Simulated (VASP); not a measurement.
**ZnO: single point with LDA**

ZnO:

```
Zn O
1.0
     2.61192    0.00000    0.00000
     0.00000    2.61192    0.00000
     0.00000    0.00000    2.61192
Zn O
1 1
Cartesian
  0.0000 0.0000 0.0000
  1.3060 1.3060 1.3060
```

* Program: VASP 6.6.1
* Task: single point
* Functional: LDA
* Potentials or basis: VASP PAW LDA potentials, release 64 (Zn, O)
* Cutoff: 520 eV
* k mesh: 8 × 8 × 8
* Occupations: fermi-dirac, width 0.02 eV
* Spin: no spin polarisation

```yaml
Pressure: 1.7 GPa
Band_gap_on_the_k_mesh: zero (band 9 reaches 3.74 eV, above the bottom of band 10 at 3.36 eV)
```

Levels at points of the mesh, in eV from the Fermi level:
```tsv
k point	band 7	band 8	band 9	band 10	band 11	band 12
(0.00, 0.00, 0.00)	-1.46	-1.46	-1.46	-0.43	14.38	14.38
(0.50, 0.00, 0.00)	-4.66	-0.04	-0.04	5.38	7.02	16.09
(0.50, 0.50, 0.00)	-5.53	-5.22	-0.28	2.66	10.52	10.52
(0.50, 0.50, 0.50)	-1.47	-1.47	-1.47	5.32	5.32	5.32
```

Run time: 6.5 s on 1 thread of Intel(R) Xeon(R) Platinum 8488C (Sapphire Rapids), on a shared host, peak memory 0.12 GiB.
